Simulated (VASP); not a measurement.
A run of VASP 6.6.1 is set up as follows.

The input POSCAR:

```
Lu
1.0
   -1.8857787040      1.8857787040      1.8857787040
    1.8857787040     -1.8857787040      1.8857787040
    1.8857787040      1.8857787040     -1.8857787040
Lu
1
Direct
    0.0000000000      0.0000000000      0.0000000000
```

Contents of INCAR.step1:

```
SYSTEM = Lu
ALGO = Normal
EDIFF = 1E-4
ENCUT = 520
GGA = PE
ISMEAR = -1
LASPH = .True.
LCHARG = .False.
LREAL = .False.
LWAVE = .True.
NBANDS = 18
NELM = 60
PREC = Accurate
SIGMA = 0.05
```

INCAR.step2

```
SYSTEM = Lu
ALGO = Normal
EDIFF = 1E-6
ENCUT = 520
ISIF = 2
ISMEAR = -1
ISTART = 1
LASPH = .True.
LCHARG = .False.
LMIXTAU = .True.
LREAL = .False.
LWAVE = .False.
METAGGA = R2SCAN
NBANDS = 18
NELM = 60
PREC = Accurate
SIGMA = 0.05
```

Contents of KPOINTS:

```
k-points
0
Gamma
  10 10 10
  0 0 0
```

Potentials or basis: VASP PAW PBE potentials, release 64 (Lu).

Command:

```bash
$ cat potpaw_PBE.64/Lu/POTCAR > POTCAR
$ cp INCAR.step1 INCAR
$ mpirun -np 1 vasp_std > vasp.out
$ cp INCAR.step2 INCAR
$ mpirun -np 1 vasp_std > vasp.out
```

Q: Estimate the band gap on the k mesh.

A: Zero (an odd number of electrons rules out a gap without spin polarisation).

Q: Predict the pressure.

A: 5.4 GPa.

Caveat: the cell stands under pressure; the PAW data sets were made with another functional, which shifts forces and pressure a little; spin-orbit coupling is left out, which moves the levels of the heavy elements.
